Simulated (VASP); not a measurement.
Wanted: the native input for a VASP 6.6.1 run.

```yaml
Task: single point
Functional: LDA
Potentials_or_basis: VASP PAW LDA potentials, release 64 (B, P)
Cutoff: 500 eV
k_mesh: 6 × 6 × 6
Occupations: gaussian, width 0.01 eV
Spin: no spin polarisation
Dipole_correction: no
Further_INCAR_settings: ALGO = Normal; EDIFF = 1e-06; NBANDS = 11
```

The structure of BP lies in POSCAR:

```
BP
1.0
    0.0000000000      2.2683156724      2.2683156724
    2.2683156724      0.0000000000      2.2683156724
    2.2683156724      2.2683156724      0.0000000000
B P
1 1
Direct
    0.0000000000      0.0000000000      0.0000000000
    0.2500000000      0.2500000000      0.2500000000
```

These files were run (other wordings do the same):

INCAR

```
  PREC = Accurate
  ENCUT = 500
  EDIFF = 1E-6
  ISMEAR = 0
  SIGMA = 0.01
  LREAL = False
  LASPH = True
  NELM = 120
  ALGO = Normal
  ISIF = 2
  LWAVE = False
  LCHARG = True
  LELF = True
  LVHAR = True
  NBANDS = 11
  GGA_COMPAT = False
```

KPOINTS

```
Automatic mesh
0
Gamma
  6 6 6
```

Potentials or basis: VASP PAW LDA potentials, release 64 (B, P).

The run is started by

```console
$ cat potpaw_LDA.64/B/POTCAR potpaw_LDA.64/P/POTCAR > POTCAR
$ mpirun -np 1 vasp_std > vasp.out
```

Results of the run:

The pressure is -5.1 GPa and the band gap on the k mesh is 1.29 eV, indirect (least direct gap 3.38 eV).

Wall time 8.2 s on 1 thread of AMD EPYC 7R13 (shared host), peak memory 0.09 GiB.
